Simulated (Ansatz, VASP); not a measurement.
# Ca in VASP and in Ansatz

The input INCAR:

```
SYSTEM = Ca
PREC = Accurate
ENCUT = 520
EDIFF = 1E-6
ISMEAR = -1
SIGMA = 0.05
LREAL = .False.
LASPH = .True.
NELM = 100
ALGO = Normal
ISIF = 2
LWAVE = .False.
LCHARG = .True.
GGA = PS
LELF = .True.
LVHAR = .True.
NBANDS = 11
```

KPOINTS

```
regular mesh
0
Gamma
  11 11 11
  0 0 0
```

The input POSCAR:

```
Ca
1.0
    0.0000000000      2.7942000000      2.7942000000
    2.7942000000      0.0000000000      2.7942000000
    2.7942000000      2.7942000000      0.0000000000
Ca
1
Direct
    0.0000000000      0.0000000000      0.0000000000
```

Input for Ansatz:

```yaml
crystal:
  lattice:
    - [0.0, 2.7942, 2.7942]
    - [2.7942, 0.0, 2.7942]
    - [2.7942, 2.7942, 0.0]
  atoms:
    - { symbol: Ca, position: [0.0, 0.0, 0.0] }
kpoints:
  mp_grid: { grid: [11, 11, 11] }
  band_path:
    path:
      - [0.0, 0.0, 0.0]
      - [0.5, 0.0, 0.5]
      - [0.625, 0.25, 0.625]
      - [0.375, 0.375, 0.75]
      - [0.0, 0.0, 0.0]
      - [0.5, 0.5, 0.5]
      - [0.5, 0.25, 0.75]
      - [0.5, 0.0, 0.5]
    npoints: 5
scf:
  occupations: { method: fermi_dirac, width: 0.05 }
hamiltonian:
  xc: pbesol
  pseudopotentials: { kind: all_electron, lapw: { basis_error: 0.001 } }
output:
  forces: true
  stress: true
  eigenvalues: true
```

Alike in both runs: task single point; functional PBEsol; k mesh 11 × 11 × 11; occupations fermi-dirac, width 0.05 eV; no spin polarisation.

|  | VASP | Ansatz |
| --- | --- | --- |
| version | VASP 6.6.1 | Ansatz 0.2.0 |
| potentials or method | VASP PAW PBE potentials, release 64 (Ca_sv), cutoff 520 eV | all-electron LAPW, scalar-relativistic |

```csv
,VASP,Ansatz,Ansatz less VASP
pressure (GPa),-1.2,-1.2,+0.01
```

VASP's potentials were made for PBE, not for PBEsol. Ansatz ran all-electron here, and VASP with PAW potentials.
